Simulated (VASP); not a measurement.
Co:

```xyz
1
Lattice="-1.4302 1.4302 1.3372 1.4302 -1.4302 1.3372 1.4302 1.4302 -1.3372" Properties=species:S:1:pos:R:3 pbc="T T T"
Co    0.0000    0.0000    0.0000
```

Base run:

```yaml
Program: VASP 6.6.1
Functional: PBE
Potentials_or_basis: VASP PAW PBE potentials, release 64 (Co_sv)
Cutoff: 600 eV
k_mesh: 10 × 10 × 10
Occupations: gaussian, width 0.1 eV
Spin: collinear spin, ferromagnetic start
Starting_moments: "[3.0] μB"
```

Its results: pressure -0.5 GPa; net moment 1.77 μB per cell; site moments Co +1.82 μB.

Problem. The run is repeated on the same cell with these changes: potentials or basis from VASP PAW PBE potentials, release 64 (Co_sv) to VASP PAW PBE potentials, release 64 (Co); cutoff from 600 eV to 520 eV; further incar settings from ALGO = Normal; EDIFF = 1e-06; NBANDS = 18 to ALGO = Normal; EDIFF = 1e-06; NBANDS = 14; valence electrons from 17 to 9. What comes out?

Solution. Pressure 2.5 GPa; net moment 1.76 μB per cell; site moments Co +1.78 μB.
